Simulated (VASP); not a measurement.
Input of a VASP 6.6.1 run:

The input INCAR:

```
SYSTEM = Ba2ReTe4
  PREC = Accurate
  ENCUT = 520
  EDIFF = 1E-7
  ISMEAR = 0
  SIGMA = 0.1
  LREAL = .FALSE.
  LASPH = .TRUE.
  NELM = 150
  ALGO = Normal
  ISIF = 2
  LWAVE = .FALSE.
  LCHARG = .FALSE.
  ISPIN = 2
  MAGMOM = 0 0 1 0 0 0 0
  LORBIT = 11
  LMAXMIX = 4
  GGA = PE
  NBANDS = 38
```

File KPOINTS:

```
Automatic mesh
0
G
  3 3 4
  0 0 0
```

The input POSCAR:

```
Ba2ReTe4
1.0
    7.5619554872      0.0000000000      0.0000000000
   -3.7809777436      6.5488455542      0.0000000000
    0.0000000000      0.0000000000      5.1318943398
Ba Re Te
2 1 4
Direct
    0.3333333333      0.6666666667      0.5000000000
    0.6666666667      0.3333333333      0.5000000000
    0.0000000000      0.0000000000      0.5000000000
    0.5000000000      0.0000000000      0.0000000000
    0.0000000000      0.5000000000      0.0000000000
    0.5000000000      0.5000000000      0.0000000000
    0.0000000000      0.0000000000      0.0000000000
```

Potentials or basis: VASP PAW PBE potentials, release 64 (Ba_sv, Re, Te).

Command:

```sh
$ cat potpaw_PBE.64/Ba_sv/POTCAR potpaw_PBE.64/Re/POTCAR potpaw_PBE.64/Te/POTCAR > POTCAR
$ mpirun -np 1 vasp_std > vasp.out
```

What does it give for the site moments?

Ba -0.01; Re +2.03; Te -0.03, -0.13 (each value once) μB.

Predict the pressure.

1.2 GPa.

What does it give for the net moment?

1.92 μB per cell.

Stress tensor (GPa, compression positive):
```
1.28 0.00 0.00
0.00 1.28 0.00
0.00 0.00 0.90
```
